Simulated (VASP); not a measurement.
Crystal: MnS.

```
CELL_PARAMETERS angstrom
3.98659 0.00000 0.00000
-1.99330 3.45249 0.00000
0.00000 0.00000 6.43082
ATOMIC_POSITIONS crystal
Mn 0.33330 0.66670 0.00000
Mn 0.66660 0.33330 0.50000
S 0.33330 0.66670 0.37500
S 0.66660 0.33330 0.87500
```

```yaml
Program: VASP 6.6.1
Task: relaxation of cell and atoms
Functional: r2SCAN
Potentials_or_basis: VASP PAW PBE potentials, release 64 (Mn_pv, S)
Cutoff: 600 eV
k_mesh: 5 × 5 × 3
Occupations: fermi-dirac, width 0.1 eV
Spin: no spin polarisation
```

At the start: pressure -20.6 GPa; volume 22.13 Å³/atom.

Question: Where does the relaxation end?

Answer: Over 15 steps the energy falls by 630.5 meV/atom and the volume is 15.15 Å³/atom (-31.5 %); space group P6_3mc (No. 186, to 0.1 Å) before and after.

Step by step:
```tsv
step	energy change (eV)	largest force (eV/Å)	pressure (GPa)	volume (Å³)
1	0.0000	0.1715	-20.62	88.51
2	-2.2801	0.2282	13.31	56.80
3	-2.4656	0.0674	-0.09	61.70
4	-2.4645	0.0792	0.94	61.23
5	-2.4758	0.2076	-0.77	62.00
6	-2.4765	0.2367	-1.24	62.22
7	-2.4851	0.1704	-1.11	62.10
8	-2.5005	0.0528	-0.83	61.77
9	-2.5154	0.2923	-0.96	61.05
10	-2.5152	0.1513	-0.87	61.27
11	-2.5160	0.2100	-0.91	61.17
12	-2.5218	0.0040	0.14	60.47
13	-2.5220	0.0335	-0.02	60.58
14	-2.5220	0.0364	-0.06	60.59
15	-2.5221	0.0084	-0.05	60.62
```

Final structure:
```xyz
4
Lattice="3.3756 0.0000 0.0000 -1.6878 2.9233 0.0000 0.0000 0.0000 6.1432" Properties=species:S:1:pos:R:3 pbc="T T T"
Mn   -0.0002    1.9488    0.0626
Mn    1.6876    0.9744    3.1342
S    -0.0002    1.9489    2.2411
S     1.6876    0.9744    5.3127
```

Caveat: the volume moved by over 15 % at a fixed basis, so the end points are rough; the PAW data sets were made with another functional, which shifts forces and pressure a little.
